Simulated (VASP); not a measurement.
Runs of VASP 6.6.1 on Zn. The structure is that of space group P6_3/mmc (No. 194), or close to it. The cells are those of the table. 

```tsv
cell	gap on the mesh (eV)	pressure (GPa)
a = 2.611, b = 2.611, c = 4.841 Å, angles 90.0, 90.0, 120.0°, 2 atoms	none	(a)
a = 2.607, b = 2.607, c = 4.891 Å, angles 90.0, 90.0, 120.0°, 2 atoms	none	0.8
a = 2.673, b = 2.673, c = 4.901 Å, angles 90.0, 90.0, 120.0°, 2 atoms	none	-4.1
a = 2.615, b = 2.615, c = 4.841 Å, angles 90.0, 90.0, 120.0°, 2 atoms	none	0.8
```

Alike in all rows: task single point; level r2SCAN; potentials or basis VASP PAW PBE potentials, release 64 (Zn); no spin polarisation; k mesh 24 × 24 × 10; cutoff (eV) 520; smearing gaussian 0.1 eV.

Task: Fill in the values left out.

Result: (a) 1.1.

Caveats: the PAW data sets were made with another functional, which shifts forces and pressure a little; the cell stands under tension (at least some runs).

A gap of «none» marks levels without a gap at the run's occupations.
